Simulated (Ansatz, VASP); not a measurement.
## Two plane-wave programs on Ba2Ca

```
CELL_PARAMETERS angstrom
4.69996 0.00000 0.00000
-2.34998 4.07029 0.00000
0.00000 0.00000 5.07471
ATOMIC_POSITIONS crystal
Ba 0.33333 0.66667 0.50000
Ba 0.66667 0.33333 0.50000
Ca 0.00000 0.00000 0.00000
```

Alike in both runs: task relaxation of cell and atoms; functional PBE; k mesh 6 × 6 × 4; occupations gaussian, width 0.1 eV; no spin polarisation.

```csv
,VASP,Ansatz
version,VASP 6.6.1,Ansatz 0.2.0
potentials or method,"VASP PAW PBE potentials, release 64 (Ba_sv, Ca_sv), cutoff 600 eV","scalar-relativistic, plane waves, PAW"
valence electrons in the cell,30,30
```

```tsv
	VASP	Ansatz	Ansatz less VASP
gap on the k mesh at the Fermi level, each at its own relaxed structure (eV)	none	none	-
relaxed volume (Å³/atom)	55.96	54.86	-1.097
relaxed length of the cell vector where the two differ most in proportion (Å)	6.873	6.800	-0.0736
```

A gap of «none» marks a metal or a gap that the smearing closes.

Neither program's run includes spin-orbit coupling. Noted on VASP's run: the volume moved by over 15 % at a fixed basis, so the end points are rough.
